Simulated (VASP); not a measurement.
# O (R-3m) in VASP: a series of runs

Runs on O. Level: PBE+D3(BJ). Tasks: single point.

Program: VASP 6.6.1. These are calculated values, not measurements. Logs are shortened: lines on timing, memory, paths and dates and some standing lists are left out, and cuts for length are marked.

## (1) The cell of the first run

Symmetry: R-3m, No. 166, trigonal system. Conventional cell: a = 3.422 Å, b = 3.422 Å, c = 11.621 Å, α = 90.00°, β = 90.00°, γ = 120.00°. Within 1.6 Å of O (site symmetry 3m) lie 1 O at 1.22 Å.

## (2) Single point, PBE+D3(BJ), collinear spin, ferromagnetic start

File INCAR:

```
SYSTEM = O
PREC = Accurate
ENCUT = 520
EDIFF = 1E-7
ISMEAR = 0
SIGMA = 0.1
LREAL = .FALSE.
LASPH = .TRUE.
NELM = 150
ALGO = Normal
ISIF = 2
LWAVE = .FALSE.
LCHARG = .FALSE.
ISPIN = 2
MAGMOM = 0.58 0.58
LORBIT = 11
GGA = PE
IVDW = 12
NBANDS = 17
```

File KPOINTS:

```
Automatic mesh
0
G
  12 12 12
  0 0 0
```

File POSCAR:

```
O
1.0
    1.7108142200      0.9877390504      3.8736146703
   -1.7108142200      0.9877390504      3.8736146703
    0.0000000000     -1.9754781009      3.8736146703
O
2
Direct
    0.0524298204      0.0524298204      0.0524298204
    0.9475701796      0.9475701796      0.9475701796
```

Potentials or basis: VASP PAW PBE potentials, release 64 (O).

The run is started by

```sh
> cat potpaw_PBE.64/O/POTCAR > POTCAR
> mpirun -np 1 vasp_std > vasp.out
```

OUTCAR:

```text
SYSTEM = O
   PREC = Accurate
   ENCUT = 520
   EDIFF = 1E-7
   ISMEAR = 0
   LREAL = .FALSE.
   LASPH = .TRUE.
   NELM = 150
   ISIF = 2
   ISPIN = 2
   LORBIT = 11
   GGA = PE
   IVDW = 12
 IVDW          = 12

 ion  position               nearest neighbor table
   1  0.052  0.052  0.052-   2 1.22
   2  0.948  0.948  0.948-   1 1.22

  LATTYP: Found a trigonal (rhomboedric) cell.
 ALAT       =     4.3482645206
 COS(alpha) =     0.6903979793

  Lattice vectors:

 A1 = (   1.7108142200,   0.9877390504,   3.8736146703)
 A2 = (  -1.7108142200,   0.9877390504,   3.8736146703)
 A3 = (   0.0000000000,  -1.9754781009,   3.8736146703)

Analysis of symmetry for initial positions (statically):
=====================================================================
 Subroutine PRICEL returns:
 Original cell was already a primitive cell.

 Routine SETGRP: Setting up the symmetry group for a
 trigonal (rhombohedral) supercell.

 Subroutine GETGRP returns: Found 12 space group operations
 (whereof 12 operations were pure point group operations)
 out of a pool of 12 trial point group operations.

The static configuration has the point symmetry D_3d.

Analysis of symmetry for dynamics (positions and initial velocities):
=====================================================================
 Subroutine PRICEL returns:
 Original cell was already a primitive cell.

 Routine SETGRP: Setting up the symmetry group for a
 trigonal (rhombohedral) supercell.

 Subroutine GETGRP returns: Found 12 space group operations
 (whereof 12 operations were pure point group operations)
 out of a pool of 12 trial point group operations.

The dynamic configuration has the point symmetry D_3d.

Analysis of structural, dynamic, and magnetic symmetry:
=====================================================================
 Subroutine PRICEL returns:
 Original cell was already a primitive cell.

 Routine SETGRP: Setting up the symmetry group for a
 trigonal (rhombohedral) supercell.

 Subroutine GETGRP returns: Found 12 space group operations
 (whereof 12 operations were pure point group operations)
 out of a pool of 12 trial point group operations.

The overall configuration has the point symmetry D_3d.

 Subroutine INISYM returns: Found 12 space group operations
 (whereof 12 operations are pure point group operations),
 and found     1 'primitive' translations

----------------------------------------------------------------------------------------

                                     Primitive cell

  volume of cell :      39.2747

  direct lattice vectors                    reciprocal lattice vectors
     1.710814220  0.987739050  3.873614670     0.292258501  0.168735524  0.086052269
    -1.710814220  0.987739050  3.873614670    -0.292258501  0.168735524  0.086052269
     0.000000000 -1.975478101  3.873614670     0.000000000 -0.337471049  0.086052269

  length of vectors
     4.348264521  4.348264521  4.348264521     0.348269582  0.348269582  0.348269582

  position of ions in fractional coordinates (direct lattice)
     0.052429820  0.052429820  0.052429820
     0.947570180  0.947570180  0.947570180

  ion indices of the primitive-cell ions
   primitive index   ion index
                 1           1
                 2           2

----------------------------------------------------------------------------------------

 KPOINTS: Automatic mesh

Automatic generation of k-mesh.
 Grid dimensions read from file:
 generate k-points for:   12   12   12

 Generating k-lattice:

  Cartesian coordinates                     Fractional coordinates (reciprocal lattice)
     0.024354875  0.014061294  0.007171022     0.083333333 -0.000000000 -0.000000000
    -0.024354875  0.014061294  0.007171022    -0.000000000  0.083333333 -0.000000000
     0.000000000 -0.028122587  0.007171022     0.000000000  0.000000000  0.083333333

  Length of vectors
     0.029022465  0.029022465  0.029022465

  Shift w.r.t. Gamma in fractional coordinates (k-lattice)
     0.000000000  0.000000000  0.000000000

 Subroutine IBZKPT returns following result:
 ===========================================

 Found    189 irreducible k-points:

 Following reciprocal coordinates:
            Coordinates               Weight
  0.000000  0.000000  0.000000      1.000000
  0.083333  0.000000  0.000000      6.000000
  0.166667  0.000000  0.000000      6.000000
  0.250000  0.000000  0.000000      6.000000
  0.333333  0.000000  0.000000      6.000000
  0.416667  0.000000  0.000000      6.000000
[... 16 lines left out ...]
  0.500000  0.166667 -0.000000     12.000000
 -0.416667  0.166667 -0.000000     12.000000
 [... further k-points ...]
   k-points           NKPTS =    189   k-points in BZ     NKDIM =    189   number of bands    NBANDS=     17
   number of dos      NEDOS =    301   number of ions     NIONS =      2
   total plane-waves  NPLWV =  32768
   dimension x,y,z NGX =    32 NGY =   32 NGZ =   32
   dimension x,y,z NGXF=    64 NGYF=   64 NGZF=   64
   ions per type =               2
   NGX,Y,Z   is equivalent  to a cutoff of  12.23, 12.23, 12.23 a.u.
   NGXF,Y,Z  is equivalent  to a cutoff of  24.47, 24.47, 24.47 a.u.
 SYSTEM =  O
   PREC   = accura    normal or accurate (medium, high low for compatibility)
   ISTART =      0    job   : 0-new  1-cont  2-samecut
   ICHARG =      2    charge: 1-file 2-atom 10-const
   ISPIN  =      2    spin polarized calculation?
   LNONCOLLINEAR =      F non collinear calculations
   LSORBIT =      F    spin-orbit coupling
   LASPH  =      T    aspherical Exc in radial PAW
   ENCUT  =  520.0 eV  38.22 Ry    6.18 a.u.   8.08  8.08  8.08*2*pi/ulx,y,z
   NELM   =    150;   NELMIN=  2; NELMDL= -5     # of ELM steps
   EDIFF  = 0.1E-06   stopping-criterion for ELM
   LREAL  =      F    real-space projection
   EDIFFG = 0.1E-05   stopping-criterion for IOM
   NSW    =      0    number of steps for IOM
   IBRION =     -1    ionic relax: 0-MD 1-quasi-New 2-CG
   NFREE  =      0    steps in history (QN), initial steepest desc. (CG)
   ISIF   =      2    stress and relaxation
   ISYM   =      2    0-nonsym 1-usesym 2-fastsym
   POTIM  = 0.5000    time-step for ionic-motion
   TEBEG  =    0.0;   TEEND  =   0.0 temperature during run
   PSTRESS=    0.0 pullay stress
   NELECT =      12.0000    total number of electrons
   NUPDOWN=      -1.0000    fix difference up-down
   EMIN   =  10.00;   EMAX   =-10.00  energy-range for DOS
   EFERMI =   0.00;   METHOD = LEGACY
   ISMEAR =     0;   SIGMA  =   0.10  broadening in eV -4-tet -1-fermi 0-gaus
   EFERMI_NEDOS =   21; number of points for ismear=-14 and -15
   IALGO  =     38    algorithm
   IMIX   =      4    mixing-type and parameters
     AMIX     =   0.40;   BMIX     =  1.00
     AMIX_MAG =   1.60;   BMIX_MAG =  1.00
  volume/ion in A,a.u.               =      19.64       132.52
  Fermi-wavevector in a.u.,A,eV,Ry     =   1.102633  2.083674 16.541958  1.215800
  Thomas-Fermi vector in A             =   2.239079
   LORBIT       =     11    0 simple, 1 ext, 2 COOP (PROOUT), +10 PAW based schemes
   GGA     = PE    functional components
   LHFCALC =     F    Hartree Fock is set to
   AEXX    =    0.0000 exact exchange contribution
   IVDW    =    12    specifies the selected vdW correction
   LEPSILON=     F    determine dielectric tensor
   LRPA    =     F    only Hartree local field effects (RPA)
 spin polarized calculation
 Gauss-broadening in eV      SIGMA  =   0.10
  energy-cutoff  :      520.00
  volume of cell :       39.27
 maximum number of plane-waves:      1076
   NGX = 17   NGY = 17   NGZ = 17

 number of electron      11.9999998 magnetization       1.9999802

 Free energy of the ion-electron system (eV)
  ---------------------------------------------------
  ext. energy  EPLUGINS =         0.00000000
  ---------------------------------------------------
  free energy    TOTEN  =        -9.87704980 eV

  energy without entropy =       -9.87704980  energy(sigma->0) =       -9.87704980

 E-fermi :  -2.3723     XC(G=0):  -6.8605

 val. band max:       -2.9109773770   @ k =   0.5000   0.5000   0.5000
 cond. band min:      -1.4818777417   @ k =   0.5000   0.5000   0.0000
 fundamental gap:      1.4290996353
 Fermi energy:        -2.3723191830

 spin component 1

 k-point     1 :       0.0000    0.0000    0.0000
  band No.  band energies     occupation
      1     -29.2409      1.00000
      2     -16.8352      1.00000
      3     -10.2634      1.00000
      4      -9.4604      1.00000
      5      -9.4604      1.00000
      6      -3.0158      1.00000
[... 9 lines left out ...]
     16      18.2596      0.00000
     17      20.4948      0.00000
[... 441 lines left out ...]
 k-point    24 :      -0.4167    0.1667   -0.0000
  band No.  band energies     occupation
      1     -29.1681      1.00000
      2     -16.8210      1.00000
      3     -10.1424      1.00000
      4      -9.8281      1.00000
      5      -9.6564      1.00000
      6      -3.3989      1.00000
[... 9 lines left out ...]
     16      19.8217      0.00000
     17      22.2795      0.00000

 [... further k-points ...]

 spin component 2

 k-point     1 :       0.0000    0.0000    0.0000
  band No.  band energies     occupation
      1     -28.0403      1.00000
      2     -15.0184      1.00000
      3      -9.4204      1.00000
      4      -7.5174      1.00000
      5      -7.5174      1.00000
      6      -0.6300      0.00000
[... 9 lines left out ...]
     16      18.6816      0.00000
     17      20.6185      0.00000
[... 441 lines left out ...]
 k-point    24 :      -0.4167    0.1667   -0.0000
  band No.  band energies     occupation
      1     -27.9627      1.00000
      2     -15.0119      1.00000
      3      -8.9023      1.00000
      4      -8.3439      1.00000
      5      -7.8139      1.00000
      6      -1.1351      0.00000
[... 9 lines left out ...]
     16      20.2626      0.00000
     17      22.8924      0.00000

 [... further k-points ...]

------------------------ aborting loop because EDIFF is reached ----------------------------------------

 Edisp (eV)   -0.07850

 E8    (eV) :    -0.0185

  FORCE on cell =-STRESS in cart. coord.  units (eV):
  Direction    XX          YY          ZZ          XY          YZ          ZX
  --------------------------------------------------------------------------------------
  -------------------------------------------------------------------------------------
  Total       0.00960     0.00960     1.32589     0.00000    -0.00000     0.00000
  in kB       0.39173     0.39173    54.08848     0.00000    -0.00000     0.00000
  external pressure =       18.29 kB  Pullay stress =        0.00 kB

 VOLUME and BASIS-vectors are now :
 -----------------------------------------------------------------------------
  energy-cutoff  :      520.00
  volume of cell :       39.27
      direct lattice vectors                 reciprocal lattice vectors
     1.710814220  0.987739050  3.873614670     0.292258501  0.168735524  0.086052269
    -1.710814220  0.987739050  3.873614670    -0.292258501  0.168735524  0.086052269
     0.000000000 -1.975478101  3.873614670     0.000000000 -0.337471049  0.086052269

 POSITION                                       TOTAL-FORCE (eV/Angst)
 -----------------------------------------------------------------------------------
      0.00000     -0.00000      0.60928         0.000000     -0.000000      1.139649
      0.00000     -0.00000     11.01157         0.000000      0.000000     -1.139649
 -----------------------------------------------------------------------------------
    total drift:                                0.000000      0.000000     -0.000000

  FREE ENERGIE OF THE ION-ELECTRON SYSTEM (eV)
  ---------------------------------------------------
  free  energy   TOTEN  =        -9.9555524034 eV

  energy  without entropy=       -9.9555524034  energy(sigma->0) =       -9.95555240

 total charge

# of ion       s       p       d       tot
------------------------------------------
    1        1.612   3.299   0.000   4.911
    2        1.612   3.299   0.000   4.911
--------------------------------------------------
tot          3.225   6.597   0.000   9.822

 magnetization (x)

# of ion       s       p       d       tot
------------------------------------------
    1        0.010   0.799   0.000   0.810
    2        0.010   0.799   0.000   0.810
--------------------------------------------------
tot          0.021   1.598   0.000   1.619
```

It took 84 s on 1 thread of Intel Xeon 6975P-C (Granite Rapids), shared host; peak memory 0.31 GiB.

What came out:

| Quantity | Value |
| --- | --- |
| Free energy | -9.9556 eV |
| Pressure | 1.8 GPa |
| Largest force | 1.140 eV/Å |
| Band gap on the k mesh | 1.43 eV (least direct gap 1.49 eV) |
| Net moment | 2.00 μB per cell |
| Site moments | O +0.81 μB |
| Valence electrons inside the program's atomic spheres | O 4.91 |
| Dispersion energy per atom | -0.039 eV |

Forces in eV/Å, atoms in the order of the input:
```
O    0.000  0.000  1.140
O    0.000  0.000 -1.140
```

Stress tensor (GPa, compression positive):
```
0.04 0.00 0.00
0.00 0.04 0.00
0.00 0.00 5.41
```

Caveat: the standard files for N, O and F lose accuracy on very short bonds; forces of over 1 eV/Å act on the atoms, so gaps and moduli don't describe the material at rest. A k mesh can miss the band edges.

## (3) Single point, PBE+D3(BJ), collinear spin, ferromagnetic start (23.08 Å³/atom)

This run uses another cell than the first one, of 23.08 Å³/atom.

File INCAR:

```
PREC = Accurate
ENCUT = 520
EDIFF = 1E-7
ISMEAR = 0
SIGMA = 0.02
LREAL = F
LASPH = T
NELM = 150
ALGO = Normal
ISIF = 2
LWAVE = F
LCHARG = T
ISPIN = 2
MAGMOM = 0.61 0.61
LORBIT = 11
GGA = PE
IVDW = 12
LELF = T
LVHAR = T
NBANDS = 17
```

File KPOINTS:

```
regular mesh
0
Gamma
  12 12 12
```

File POSCAR:

```
O
1.0
    1.8104899250      1.0452868455      4.0657771968
   -1.8104899250      1.0452868455      4.0657771968
    0.0000000000     -2.0905736911      4.0657771968
O
2
Direct
    0.0499572583      0.0499572583      0.0499572583
    0.9500427417      0.9500427417      0.9500427417
```

Potentials or basis: VASP PAW PBE potentials, release 64 (O).

The run is started by

```sh
> cat potpaw_PBE.64/O/POTCAR > POTCAR
> mpirun -np 1 vasp_std > vasp.out
```

It took 4.7 min on 1 thread of Intel Xeon Platinum 8259CL at 2.50GHz (Skylake/Cascade Lake), shared host; peak memory 0.37 GiB.

The run converged. Its results:

* Free energy: -9.9558 eV
* Pressure: 1.2 GPa
* Largest force: 1.143 eV/Å
* Band gap on the k mesh: 1.67 eV (least direct gap 1.71 eV)
* Net moment: 2.00 μB per cell
* Site moments: O +0.81 μB
* Valence electrons inside the program's atomic spheres: O 4.91
* Dispersion energy per atom: -0.032 eV

Forces in eV/Å, atoms in the order of the input:
```
O    0.000  0.000  1.143
O    0.000  0.000 -1.143
```

Stress tensor (GPa, compression positive):
```
-0.35  0.00  0.00
 0.00 -0.35  0.00
 0.00  0.00  4.35
```

Levels at points of the mesh, in eV from the valence-band top:
Spin up:
| k point | band 3 | band 4 | band 5 | band 6 | band 7 | band 8 | band 9 | band 10 | band 11 | band 12 |
| --- | --- | --- | --- | --- | --- | --- | --- | --- | --- | --- |
| (0.00, 0.00, 0.00) | -7.09 | -6.56 | -6.56 | -0.07 | -0.07 | 6.18 | 10.67 | 12.41 | 14.22 | 16.87 |
| (0.50, 0.00, 0.00) | -7.05 | -6.81 | -6.64 | -0.36 | -0.19 | 8.77 | 10.18 | 10.83 | 13.85 | 14.61 |
| (0.50, 0.50, 0.00) | -7.01 | -6.69 | -6.68 | -0.51 | -0.04 | 8.74 | 10.14 | 11.29 | 11.89 | 14.41 |
| (0.50, 0.50, 0.50) | -6.65 | -6.58 | -6.58 | 0.00 | 0.00 | 6.65 | 7.46 | 11.77 | 16.27 | 16.27 |
Spin down:
| k point | band 2 | band 3 | band 4 | band 5 | band 6 | band 7 | band 8 | band 9 |
| --- | --- | --- | --- | --- | --- | --- | --- | --- |
| (0.00, 0.00, 0.00) | -12.04 | -6.24 | -4.63 | -4.63 | 2.30 | 2.30 | 6.53 | 11.73 |
| (0.50, 0.00, 0.00) | -12.03 | -5.91 | -5.27 | -4.74 | 1.90 | 2.13 | 9.33 | 10.53 |
| (0.50, 0.50, 0.00) | -12.10 | -5.76 | -5.21 | -4.80 | 1.67 | 2.34 | 9.45 | 10.48 |
| (0.50, 0.50, 0.50) | -12.26 | -5.72 | -4.66 | -4.66 | 2.39 | 2.39 | 7.16 | 7.73 |

Caveat: the standard files for N, O and F lose accuracy on very short bonds; forces of over 1 eV/Å act on the atoms, so gaps and moduli don't describe the material at rest. A k mesh can miss the band edges.

(Continued in part 2 of 2.)
